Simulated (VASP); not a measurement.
# PdAuC4N4 (P-43m) in VASP: single point with PBE

Aim: the single point of PdAuC4N4 with PBE.

Everything below comes from runs of VASP 6.6.1. Logs are shortened: lines on timing, memory, paths and dates and some standing lists are left out, and cuts for length are marked.

## Step 1: The cell of the first run

It takes space group P-43m (No. 215, cubic). The conventional cell has a = 6.144 Å, b = 6.144 Å, c = 6.144 Å, α = 90.00°, β = 90.00°, γ = 90.00°. Pd (site symmetry -43m) has 4 N at 2.06 Å within 2.7 Å. C (site symmetry 3m) has 1 N at 1.17 Å within 1.6 Å. Au (site symmetry -43m) has 4 C at 2.08 Å within 2.8 Å. N (site symmetry 3m) has 1 C at 1.17 Å within 1.6 Å.

## Step 2: Single point, PBE, collinear spin

INCAR reads:

```
SYSTEM = PdAuC4N4
  PREC = Accurate
  ENCUT = 700
  EDIFF = 1E-6
  ISMEAR = 0
  SIGMA = 0.1
  LREAL = .False.
  LASPH = .True.
  NELM = 200
  ALGO = Normal
  ISIF = 2
  LWAVE = .False.
  LCHARG = .False.
  ISPIN = 2
  MAGMOM = 1 0 0 0 0 1 0 0 0 0
  LORBIT = 11
  LMAXMIX = 4
  GGA = PE
  NBANDS = 52
  GGA_COMPAT = .False.
```

KPOINTS reads:

```
regular mesh
0
Gamma
  4 4 4
  0 0 0
```

POSCAR reads:

```
PdAuC4N4
1.0
    6.1444387764      0.0000000000      0.0000000000
    0.0000000000      6.1444387764      0.0000000000
    0.0000000000      0.0000000000      6.1444387764
Pd C Au N
1 4 1 4
Direct
    0.5000000000      0.5000000000      0.5000000000
    0.1958537840      0.1958537840      0.1958537840
    0.1958537840      0.8041462160      0.8041462160
    0.8041462160      0.1958537840      0.8041462160
    0.8041462160      0.8041462160      0.1958537840
    0.0000000000      0.0000000000      0.0000000000
    0.3062159438      0.3062159438      0.3062159438
    0.3062159438      0.6937840562      0.6937840562
    0.6937840562      0.3062159438      0.6937840562
    0.6937840562      0.6937840562      0.3062159438
```

Potentials or basis: VASP PAW PBE potentials, release 64 (Pd_sv_GW, C, Au_sv_GW, N).

The run is started by

```console
$ cat potpaw_PBE.64/Pd_sv_GW/POTCAR potpaw_PBE.64/C/POTCAR potpaw_PBE.64/Au_sv_GW/POTCAR potpaw_PBE.64/N/POTCAR > POTCAR
$ mpirun -np 1 vasp_std > vasp.out
```

OUTCAR:

```text
SYSTEM = PdAuC4N4
   PREC = Accurate
   ENCUT = 700
   EDIFF = 1E-6
   ISMEAR = 0
   LREAL = .False.
   LASPH = .True.
   NELM = 200
   ISIF = 2
   ISPIN = 2
   LORBIT = 11
   GGA = PE

 ion  position               nearest neighbor table
   1  0.500  0.500  0.500-   7 2.06   8 2.06   9 2.06  10 2.06
   2  0.196  0.196  0.196-   7 1.17   6 2.08
   3  0.196  0.804  0.804-   8 1.17   6 2.08
   4  0.804  0.196  0.804-   9 1.17   6 2.08
   5  0.804  0.804  0.196-  10 1.17   6 2.08
   6  0.000  0.000  0.000-   2 2.08   3 2.08   4 2.08   5 2.08
   7  0.306  0.306  0.306-   2 1.17   1 2.06
   8  0.306  0.694  0.694-   3 1.17   1 2.06
   9  0.694  0.306  0.694-   4 1.17   1 2.06
  10  0.694  0.694  0.306-   5 1.17   1 2.06

  LATTYP: Found a simple cubic cell.
 ALAT       =     6.1444387764

  Lattice vectors:

 A1 = (   6.1444387764,   0.0000000000,   0.0000000000)
 A2 = (   0.0000000000,   6.1444387764,   0.0000000000)
 A3 = (   0.0000000000,   0.0000000000,   6.1444387764)

Analysis of symmetry for initial positions (statically):
=====================================================================
 Subroutine PRICEL returns:
 Original cell was already a primitive cell.

 Routine SETGRP: Setting up the symmetry group for a
 simple cubic supercell.

 Subroutine GETGRP returns: Found 24 space group operations
 (whereof 24 operations were pure point group operations)
 out of a pool of 48 trial point group operations.

The static configuration has the point symmetry T_d .

Analysis of symmetry for dynamics (positions and initial velocities):
=====================================================================
 Subroutine PRICEL returns:
 Original cell was already a primitive cell.

 Routine SETGRP: Setting up the symmetry group for a
 simple cubic supercell.

 Subroutine GETGRP returns: Found 24 space group operations
 (whereof 24 operations were pure point group operations)
 out of a pool of 48 trial point group operations.

The dynamic configuration has the point symmetry T_d .

Analysis of structural, dynamic, and magnetic symmetry:
=====================================================================
 Subroutine PRICEL returns:
 Original cell was already a primitive cell.

 Routine SETGRP: Setting up the symmetry group for a
 simple cubic supercell.

 Subroutine GETGRP returns: Found 24 space group operations
 (whereof 24 operations were pure point group operations)
 out of a pool of 48 trial point group operations.

The overall configuration has the point symmetry T_d .

 Subroutine INISYM returns: Found 24 space group operations
 (whereof 24 operations are pure point group operations),
 and found     1 'primitive' translations

----------------------------------------------------------------------------------------

                                     Primitive cell

  volume of cell :     231.9779

  direct lattice vectors                    reciprocal lattice vectors
     6.144438776  0.000000000  0.000000000     0.162748794  0.000000000  0.000000000
     0.000000000  6.144438776  0.000000000     0.000000000  0.162748794  0.000000000
     0.000000000  0.000000000  6.144438776     0.000000000  0.000000000  0.162748794

  length of vectors
     6.144438776  6.144438776  6.144438776     0.162748794  0.162748794  0.162748794

  position of ions in fractional coordinates (direct lattice)
[... 63 lines left out ...]
   number of dos      NEDOS =    301   number of ions     NIONS =     10
   total plane-waves  NPLWV = 157464
   dimension x,y,z NGX =    54 NGY =   54 NGZ =   54
   dimension x,y,z NGXF=   108 NGYF=  108 NGZF=  108
   ions per type =               1   4   1   4
   NGX,Y,Z   is equivalent  to a cutoff of  14.61, 14.61, 14.61 a.u.
   NGXF,Y,Z  is equivalent  to a cutoff of  29.22, 29.22, 29.22 a.u.
 SYSTEM =  PdAuC4N4
   PREC   = accura    normal or accurate (medium, high low for compatibility)
   ISTART =      0    job   : 0-new  1-cont  2-samecut
   ICHARG =      2    charge: 1-file 2-atom 10-const
   ISPIN  =      2    spin polarized calculation?
   LNONCOLLINEAR =      F non collinear calculations
   LSORBIT =      F    spin-orbit coupling
   LASPH  =      T    aspherical Exc in radial PAW
   ENCUT  =  700.0 eV  51.45 Ry    7.17 a.u.  13.26 13.26 13.26*2*pi/ulx,y,z
   NELM   =    200;   NELMIN=  2; NELMDL= -5     # of ELM steps
   EDIFF  = 0.1E-05   stopping-criterion for ELM
   LREAL  =      F    real-space projection
   EDIFFG = 0.1E-04   stopping-criterion for IOM
   NSW    =      0    number of steps for IOM
   IBRION =     -1    ionic relax: 0-MD 1-quasi-New 2-CG
   NFREE  =      0    steps in history (QN), initial steepest desc. (CG)
   ISIF   =      2    stress and relaxation
   ISYM   =      2    0-nonsym 1-usesym 2-fastsym
   POTIM  = 0.5000    time-step for ionic-motion
   TEBEG  =    0.0;   TEEND  =   0.0 temperature during run
   PSTRESS=    0.0 pullay stress
   NELECT =      73.0000    total number of electrons
   NUPDOWN=      -1.0000    fix difference up-down
   EMIN   =  10.00;   EMAX   =-10.00  energy-range for DOS
   EFERMI =   0.00;   METHOD = LEGACY
   ISMEAR =     0;   SIGMA  =   0.10  broadening in eV -4-tet -1-fermi 0-gaus
   EFERMI_NEDOS =   21; number of points for ismear=-14 and -15
   IALGO  =     38    algorithm
   IMIX   =      4    mixing-type and parameters
     AMIX     =   0.40;   BMIX     =  1.00
     AMIX_MAG =   1.60;   BMIX_MAG =  1.00
  volume/ion in A,a.u.               =      23.20       156.55
  Fermi-wavevector in a.u.,A,eV,Ry     =   1.113526  2.104258 16.870400  1.239939
  Thomas-Fermi vector in A             =   2.250111
   LORBIT       =     11    0 simple, 1 ext, 2 COOP (PROOUT), +10 PAW based schemes
   GGA     = PE    functional components
   LHFCALC =     F    Hartree Fock is set to
   AEXX    =    0.0000 exact exchange contribution
   IVDW    =     0    specifies the selected vdW correction
   LEPSILON=     F    determine dielectric tensor
   LRPA    =     F    only Hartree local field effects (RPA)
 spin polarized calculation
 Gauss-broadening in eV      SIGMA  =   0.10
  energy-cutoff  :      700.00
  volume of cell :      231.98
 maximum number of plane-waves:      9808
 NGX is ok and might be reduce to    54
   NGX = 27   NGY = 27   NGZ = 27

 number of electron      73.0000009 magnetization       2.6303142

 Free energy of the ion-electron system (eV)
  ---------------------------------------------------
  ext. energy  EPLUGINS =         0.00000000
  ---------------------------------------------------
  free energy    TOTEN  =       -67.81202380 eV

  energy without entropy =      -67.78029581  energy(sigma->0) =      -67.79615980

 E-fermi :  -1.8081     XC(G=0):  -7.0396

 val. band max:       -1.8333669924   @ k =   0.5000   0.2500   0.0000
 cond. band min:      -1.7955844675   @ k =   0.5000   0.5000   0.5000
 fundamental gap:      0.0377825248
 Fermi energy:        -1.8080628434

 spin component 1

 k-point     1 :       0.0000    0.0000    0.0000
  band No.  band energies     occupation
      1    -107.2957      1.00000
      2     -87.1022      1.00000
      3     -58.5732      1.00000
      4     -58.5732      1.00000
      5     -58.5732      1.00000
      6     -52.8022      1.00000
[... 499 lines left out ...]
     47       4.9309      0.00000
     48       6.0001      0.00000
 Fermi energy:        -1.8080628434

 spin component 2

 k-point     1 :       0.0000    0.0000    0.0000
  band No.  band energies     occupation
      1    -107.1625      1.00000
      2     -86.0805      1.00000
      3     -58.4155      1.00000
      4     -58.4155      1.00000
      5     -58.4155      1.00000
      6     -51.7546      1.00000
[... 499 lines left out ...]
     47       5.2536      0.00000
     48       6.1204      0.00000
 [bands above 48 left out]

------------------------ aborting loop because EDIFF is reached ----------------------------------------

  FORCE on cell =-STRESS in cart. coord.  units (eV):
  Direction    XX          YY          ZZ          XY          YZ          ZX
  --------------------------------------------------------------------------------------
  -------------------------------------------------------------------------------------
  Total        0.2426656      0.2426656      0.2426656      0.0000000      0.0000000     -0.0000000
  in kB        1.6759926      1.6759926      1.6759926      0.0000000      0.0000000     -0.0000000
  external PRESSURE =       1.6759926 kB  Pullay stress =       0.0000000 kB

 VOLUME and BASIS-vectors are now :
 -----------------------------------------------------------------------------
  energy-cutoff  :      700.00
  volume of cell :      231.98
      direct lattice vectors                 reciprocal lattice vectors
     6.144438776  0.000000000  0.000000000     0.162748794  0.000000000  0.000000000
     0.000000000  6.144438776  0.000000000     0.000000000  0.162748794  0.000000000
     0.000000000  0.000000000  6.144438776     0.000000000  0.000000000  0.162748794

 POSITION                                       TOTAL-FORCE (eV/Angst)
 -----------------------------------------------------------------------------------
      3.07222      3.07222      3.07222         0.000000     -0.000000     -0.000000
      1.20341      1.20341      1.20341        -0.182417     -0.182417     -0.182417
      1.20341      4.94103      4.94103        -0.182417      0.182417      0.182417
      4.94103      1.20341      4.94103         0.182417     -0.182417      0.182417
      4.94103      4.94103      1.20341         0.182417      0.182417     -0.182417
      0.00000      0.00000      0.00000         0.000000      0.000000      0.000000
      1.88153      1.88153      1.88153         0.193164      0.193164      0.193164
      1.88153      4.26291      4.26291         0.193164     -0.193164     -0.193164
      4.26291      1.88153      4.26291        -0.193164      0.193164     -0.193164
      4.26291      4.26291      1.88153        -0.193164     -0.193164      0.193164
 -----------------------------------------------------------------------------------
    total drift:                               -0.000000     -0.000000      0.000000

  FREE ENERGIE OF THE ION-ELECTRON SYSTEM (eV)
  ---------------------------------------------------
  free  energy   TOTEN  =       -67.8120237997 eV

  energy  without entropy=      -67.7802958061  energy(sigma->0) =      -67.79615980

 total charge

# of ion       s       p       d       f       tot
--------------------------------------------------
    1        2.127   6.122   7.222   0.020  15.491
    2        0.955   1.583   0.000   0.000   2.538
    3        0.955   1.583   0.000   0.000   2.538
    4        0.955   1.583   0.000   0.000   2.538
    5        0.955   1.583   0.000   0.000   2.538
    6        2.311   6.606   8.249   0.020  17.185
    7        1.299   2.546   0.000   0.000   3.845
    8        1.299   2.546   0.000   0.000   3.845
    9        1.299   2.546   0.000   0.000   3.845
   10        1.299   2.546   0.000   0.000   3.845
--------------------------------------------------
tot         13.452  29.246  15.471   0.039  58.208

 magnetization (x)

# of ion       s       p       d       f       tot
--------------------------------------------------
    1        0.002   0.033   1.179   0.001   1.215
    2        0.007   0.060   0.000   0.000   0.067
    3        0.007   0.060   0.000   0.000   0.067
    4        0.007   0.060   0.000   0.000   0.067
    5        0.007   0.060   0.000   0.000   0.067
    6        0.001   0.055   0.208   0.001   0.264
    7        0.014   0.099   0.000   0.000   0.113
    8        0.014   0.099   0.000   0.000   0.113
    9        0.014   0.099   0.000   0.000   0.113
   10        0.014   0.099   0.000   0.000   0.113
--------------------------------------------------
tot          0.087   0.723   1.387   0.002   2.198
```

Wall time 14 min (1 thread of Intel Xeon Platinum 8488C (Sapphire Rapids), shared host); peak memory 0.7 GiB.

Results:

```
Free energy                                           : -67.8120 eV
Pressure                                              : 0.2 GPa
Largest force                                         : 0.335 eV/Å
Net moment                                            : 2.63 μB per cell
Site moments                                          : Pd +1.22; C +0.07; Au +0.26; N +0.11 μB
Valence electrons inside the program's atomic spheres : Pd 15.49; C 2.54; Au 17.18; N 3.85
```

Forces on the atoms (eV/Å):
```
Pd   0.000  0.000  0.000
C   -0.182 -0.182 -0.182
C   -0.182  0.182  0.182
C    0.182 -0.182  0.182
C    0.182  0.182 -0.182
Au   0.000  0.000  0.000
N    0.193  0.193  0.193
N    0.193 -0.193 -0.193
N   -0.193  0.193 -0.193
N   -0.193 -0.193  0.193
```

Caveat: spin-orbit coupling is left out, which moves the levels of the heavy elements.
